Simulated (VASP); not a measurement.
A run of VASP 6.6.1 is set up as follows.

The input INCAR:

```
SYSTEM = Cu
PREC = Accurate ; ENCUT = 520
EDIFF = 1E-6 ; ISMEAR = -1
SIGMA = 0.1 ; LREAL = .False.
LASPH = .True. ; NELM = 80
ALGO = Normal ; ISIF = 2
LWAVE = .False. ; LCHARG = .False.
GGA = RP ; NBANDS = 30
```

The input KPOINTS:

```
Automatic mesh
0
Gamma
  16 16 5
  0 0 0
```

POSCAR

```
Cu
1.0
    2.5985481066      0.0000000000      0.0000000000
   -1.2992740533      2.2504086733      0.0000000000
    0.0000000000      0.0000000000      8.4840668103
Cu
4
Direct
    1.0000000000      1.0000000000      0.0000000000
    1.0000000000      0.0000000000      0.5000000000
    0.3333333333      0.6666666667      0.2500000000
    0.6666666667      0.3333333333      0.7500000000
```

Potentials or basis: VASP PAW PBE potentials, release 64 (Cu).

Launch:

```bash
$ cat potpaw_PBE.64/Cu/POTCAR > POTCAR
$ mpirun -np 1 vasp_std > vasp.out
```

(1) What does it give for the pressure?

(2) Estimate the band gap on the k mesh.

Results:

(1) 0.7 GPa.

(2) zero (band 22 reaches 10.53 eV, above the bottom of band 23 at 5.45 eV).

Caveat: the PAW data sets were made with another functional, which shifts forces and pressure a little.
